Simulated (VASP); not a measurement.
# As (P6/mmm) in VASP: further runs

The runs below take As through single point, relaxation of cell and atoms, with PBE.

Program: VASP 6.6.1. These are calculated values, not measurements. Logs are shortened: lines on timing, memory, paths and dates and some standing lists are left out, and cuts for length are marked.

## 1. The cell of the first run

Symmetry: P6/mmm, No. 191, hexagonal system. Conventional cell: a = 4.672 Å, b = 4.672 Å, c = 2.721 Å, α = 90.00°, β = 90.00°, γ = 120.00°. As (site symmetry -6m2) has 5 As at 2.70 to 2.72 Å within 3.6 Å.

## 2. Single point, PBE

INCAR

```
SYSTEM = As
ALGO = Normal
EDIFF = 1E-6
ENCUT = 520
GGA = PE
ISIF = 2
ISMEAR = 0
LASPH = .TRUE.
LCHARG = .TRUE.
LELF = .TRUE.
LREAL = .FALSE.
LVHAR = .TRUE.
LWAVE = .FALSE.
NBANDS = 12
NELM = 100
PREC = Accurate
SIGMA = 0.1
```

KPOINTS

```
k-points
0
G
  6 6 6
  0 0 0
```

POSCAR

```
As
1.0
    4.6722656330      0.0000000000      0.0000000000
   -2.3361328165      4.0463007314      0.0000000000
    0.0000000000      0.0000000000      2.7205761891
As
2
Direct
    0.3333333333      0.6666666667      0.0000000000
    0.6666666667      0.3333333333      0.0000000000
```

Potentials or basis: VASP PAW PBE potentials, release 64 (As).

Command:

```
$ cat potpaw_PBE.64/As/POTCAR > POTCAR
$ mpirun -np 1 vasp_std > vasp.out
```

OUTCAR:

```text
SYSTEM = As
   EDIFF = 1E-6
   ENCUT = 520
   GGA = PE
   ISIF = 2
   ISMEAR = 0
   LASPH = .TRUE.
   LREAL = .FALSE.
   NELM = 100
   PREC = Accurate

 ion  position               nearest neighbor table
   1  0.333  0.667  0.000-   2 2.70   2 2.70   2 2.70
   2  0.667  0.333  0.000-   1 2.70   1 2.70   1 2.70

  LATTYP: Found a hexagonal cell.
 ALAT       =     4.6722656330
 C/A-ratio  =     0.5822820025

  Lattice vectors:

 A1 = (   4.6722656330,   0.0000000000,   0.0000000000)
 A2 = (  -2.3361328165,   4.0463007314,   0.0000000000)
 A3 = (   0.0000000000,   0.0000000000,   2.7205761891)

Analysis of symmetry for initial positions (statically):
=====================================================================
 Subroutine PRICEL returns:
 Original cell was already a primitive cell.

 Routine SETGRP: Setting up the symmetry group for a
 hexagonal supercell.

 Subroutine GETGRP returns: Found 24 space group operations
 (whereof 24 operations were pure point group operations)
 out of a pool of 24 trial point group operations.

The static configuration has the point symmetry D_6h.

Analysis of symmetry for dynamics (positions and initial velocities):
=====================================================================
 Subroutine PRICEL returns:
 Original cell was already a primitive cell.

 Routine SETGRP: Setting up the symmetry group for a
 hexagonal supercell.

 Subroutine GETGRP returns: Found 24 space group operations
 (whereof 24 operations were pure point group operations)
 out of a pool of 24 trial point group operations.

The dynamic configuration has the point symmetry D_6h.

 Subroutine INISYM returns: Found 24 space group operations
 (whereof 24 operations are pure point group operations),
 and found     1 'primitive' translations

----------------------------------------------------------------------------------------

                                     Primitive cell

  volume of cell :      51.4336

  direct lattice vectors                    reciprocal lattice vectors
     4.672265633  0.000000000  0.000000000     0.214028927  0.123569659  0.000000000
    -2.336132817  4.046300731  0.000000000     0.000000000  0.247139317  0.000000000
     0.000000000  0.000000000  2.720576189     0.000000000  0.000000000  0.367569195

  length of vectors
     4.672265633  4.672265633  2.720576189     0.247139317  0.247139317  0.367569195

  position of ions in fractional coordinates (direct lattice)
     0.333333333  0.666666667  0.000000000
     0.666666667  0.333333333  0.000000000

  ion indices of the primitive-cell ions
   primitive index   ion index
                 1           1
                 2           2

----------------------------------------------------------------------------------------

 KPOINTS: k-points

Automatic generation of k-mesh.
 Grid dimensions read from file:
 generate k-points for:    6    6    6

 Generating k-lattice:

  Cartesian coordinates                     Fractional coordinates (reciprocal lattice)
     0.035671488  0.020594943  0.000000000     0.166666667  0.000000000  0.000000000
     0.000000000  0.041189886  0.000000000     0.000000000  0.166666667  0.000000000
     0.000000000  0.000000000  0.061261533     0.000000000  0.000000000  0.166666667

  Length of vectors
     0.041189886  0.041189886  0.061261533

  Shift w.r.t. Gamma in fractional coordinates (k-lattice)
     0.000000000  0.000000000  0.000000000

 Subroutine IBZKPT returns following result:
 ===========================================

 Found     28 irreducible k-points:

 Following reciprocal coordinates:
            Coordinates               Weight
  0.000000  0.000000  0.000000      1.000000
  0.166667 -0.000000  0.000000      6.000000
  0.333333 -0.000000  0.000000      6.000000
  0.500000 -0.000000  0.000000      3.000000
  0.166667  0.166667  0.000000      6.000000
  0.333333  0.166667  0.000000     12.000000
[... 16 lines left out ...]
  0.166667 -0.000000  0.500000      6.000000
  0.333333 -0.000000  0.500000      6.000000
 [... further k-points ...]
   k-points           NKPTS =     28   k-points in BZ     NKDIM =     28   number of bands    NBANDS=     12
   number of dos      NEDOS =    301   number of ions     NIONS =      2
   total plane-waves  NPLWV =  25920
   dimension x,y,z NGX =    36 NGY =   36 NGZ =   20
   dimension x,y,z NGXF=    72 NGYF=   72 NGZF=   40
   ions per type =               2
   NGX,Y,Z   is equivalent  to a cutoff of  12.81, 12.81, 12.22 a.u.
   NGXF,Y,Z  is equivalent  to a cutoff of  25.62, 25.62, 24.44 a.u.
 SYSTEM =  As
   PREC   = accura    normal or accurate (medium, high low for compatibility)
   ISTART =      0    job   : 0-new  1-cont  2-samecut
   ICHARG =      2    charge: 1-file 2-atom 10-const
   ISPIN  =      1    spin polarized calculation?
   LNONCOLLINEAR =      F non collinear calculations
   LSORBIT =      F    spin-orbit coupling
   LASPH  =      T    aspherical Exc in radial PAW
   ENCUT  =  520.0 eV  38.22 Ry    6.18 a.u.   8.69  8.69  5.06*2*pi/ulx,y,z
   NELM   =    100;   NELMIN=  2; NELMDL= -5     # of ELM steps
   EDIFF  = 0.1E-05   stopping-criterion for ELM
   LREAL  =      F    real-space projection
   EDIFFG = 0.1E-04   stopping-criterion for IOM
   NSW    =      0    number of steps for IOM
   IBRION =     -1    ionic relax: 0-MD 1-quasi-New 2-CG
   NFREE  =      0    steps in history (QN), initial steepest desc. (CG)
   ISIF   =      2    stress and relaxation
   ISYM   =      2    0-nonsym 1-usesym 2-fastsym
   POTIM  = 0.5000    time-step for ionic-motion
   TEBEG  =    0.0;   TEEND  =   0.0 temperature during run
   PSTRESS=    0.0 pullay stress
   NELECT =      10.0000    total number of electrons
   NUPDOWN=      -1.0000    fix difference up-down
   EMIN   =  10.00;   EMAX   =-10.00  energy-range for DOS
   EFERMI =   0.00;   METHOD = LEGACY
   ISMEAR =     0;   SIGMA  =   0.10  broadening in eV -4-tet -1-fermi 0-gaus
   EFERMI_NEDOS =   21; number of points for ismear=-14 and -15
   IALGO  =     38    algorithm
   IMIX   =      4    mixing-type and parameters
     AMIX     =   0.40;   BMIX     =  1.00
     AMIX_MAG =   1.60;   BMIX_MAG =  1.00
  volume/ion in A,a.u.               =      25.72       173.55
  Fermi-wavevector in a.u.,A,eV,Ry     =   0.948402  1.792221 12.237993  0.899467
  Thomas-Fermi vector in A             =   2.076587
   LORBIT       =      0    0 simple, 1 ext, 2 COOP (PROOUT), +10 PAW based schemes
   GGA     = PE    functional components
   LHFCALC =     F    Hartree Fock is set to
   AEXX    =    0.0000 exact exchange contribution
   IVDW    =     0    specifies the selected vdW correction
   LEPSILON=     F    determine dielectric tensor
   LRPA    =     F    only Hartree local field effects (RPA)
 non-spin polarized calculation
 Gauss-broadening in eV      SIGMA  =   0.10
  energy-cutoff  :      520.00
  volume of cell :       51.43
 maximum number of plane-waves:      1406
 NGX is ok and might be reduce to    36
   NGX = 17   NGY = 17   NGZ = 11

 number of electron      10.0000002 magnetization

 Free energy of the ion-electron system (eV)
  ---------------------------------------------------
  ext. energy  EPLUGINS =         0.00000000
  ---------------------------------------------------
  free energy    TOTEN  =        -8.92056746 eV

  energy without entropy =       -8.92033249  energy(sigma->0) =       -8.92044998

 E-fermi :   3.8244     XC(G=0):  -8.9853

 val. band max:        3.6404055761   @ k =   0.1667  -0.0000   0.3333
 cond. band min:       4.0057322565   @ k =   0.0000   0.0000   0.3333
 fundamental gap:      0.3653266803
 Fermi energy:         3.8243937503

 k-point     1 :       0.0000    0.0000    0.0000
  band No.  band energies     occupation
      1     -10.4158      2.00000
      2      -5.4552      2.00000
      3      -0.5394      2.00000
      4      -0.5394      2.00000
      5       3.6057      1.99802
      6       3.6057      1.99802
      7       8.1887      0.00000
      8       8.3011      0.00000
      9      11.7235      0.00000
     10      13.2959      0.00000
     11      17.0508      0.00000
     12      17.0508      0.00000

 k-point     2 :       0.1667   -0.0000    0.0000
  band No.  band energies     occupation
      1     -10.2335      2.00000
      2      -6.0583      2.00000
      3      -0.7896      2.00000
      4      -0.0596      2.00000
      5       3.5738      1.99961
      6       4.2564      0.00000
      7       8.4529      0.00000
      8       9.2100      0.00000
      9      11.4293      0.00000
     10      13.2281      0.00000
     11      15.0532      0.00000
     12      15.5541      0.00000

 k-point     3 :       0.3333   -0.0000    0.0000
  band No.  band energies     occupation
      1      -9.7289      2.00000
      2      -7.1985      2.00000
      3      -1.1802      2.00000
      4       0.3930      2.00000
      5       4.3672      0.00000
      6       5.7160      0.00000
      7       8.8644      0.00000
      8      10.3954      0.00000
      9      10.7570      0.00000
     10      12.5990      0.00000
     11      12.9156      0.00000
     12      14.4507      0.00000
[... 286 lines left out ...]
 k-point    23 :       0.1667   -0.0000    0.5000
  band No.  band energies     occupation
      1      -7.1354      2.00000
      2      -2.7420      2.00000
      3      -2.3274      2.00000
      4       1.1099      2.00000
      5       1.6911      2.00000
      6       2.5529      2.00000
      7       6.4314      0.00000
      8       6.9485      0.00000
      9       8.9539      0.00000
     10       9.3103      0.00000
     11      11.7031      0.00000
     12      13.0890      0.00000

 k-point    24 :       0.3333   -0.0000    0.5000
  band No.  band energies     occupation
      1      -6.6240      2.00000
      2      -3.9996      2.00000
      3      -1.8629      2.00000
      4       0.2922      2.00000
      5       1.3381      2.00000
      6       3.2696      2.00000
      7       7.1733      0.00000
      8       8.2550      0.00000
      9       8.4561      0.00000
     10       8.8082      0.00000
     11      12.8235      0.00000
     12      14.0033      0.00000

 [... further k-points ...]
[... 5 lines left out ...]
  --------------------------------------------------------------------------------------
  -------------------------------------------------------------------------------------
  Total        0.0672684      0.0672684      0.0651611      0.0000000      0.0000000     -0.0000000
  in kB        2.0954400      2.0954400      2.0297971      0.0000000      0.0000000     -0.0000000
  external PRESSURE =       2.0735590 kB  Pullay stress =       0.0000000 kB

 VOLUME and BASIS-vectors are now :
 -----------------------------------------------------------------------------
  energy-cutoff  :      520.00
  volume of cell :       51.43
      direct lattice vectors                 reciprocal lattice vectors
     4.672265633  0.000000000  0.000000000     0.214028927  0.123569659  0.000000000
    -2.336132817  4.046300731  0.000000000     0.000000000  0.247139317  0.000000000
     0.000000000  0.000000000  2.720576189     0.000000000  0.000000000  0.367569195

 POSITION                                       TOTAL-FORCE (eV/Angst)
 -----------------------------------------------------------------------------------
     -0.00000      2.69753      0.00000         0.000000     -0.000000      0.000000
      2.33613      1.34877      0.00000        -0.000000      0.000000      0.000000
 -----------------------------------------------------------------------------------
    total drift:                                0.000000      0.000000      0.000000

  FREE ENERGIE OF THE ION-ELECTRON SYSTEM (eV)
  ---------------------------------------------------
  free  energy   TOTEN  =        -8.9205674649 eV

  energy  without entropy=       -8.9203324948  energy(sigma->0) =       -8.92044998
```

It took 19 s on 1 thread of AMD EPYC 7R13, shared host; peak memory 0.14 GiB.

Results:

| Quantity | Value |
| --- | --- |
| Free energy | -8.9206 eV |
| Pressure | 0.2 GPa |
| Band gap on the k mesh | zero (band 5 reaches 5.42 eV, above the bottom of band 6 at 1.91 eV) |

Caveat: the k points lie up to 0.38 Å⁻¹ apart.

(Continued in part 2 of 2.)
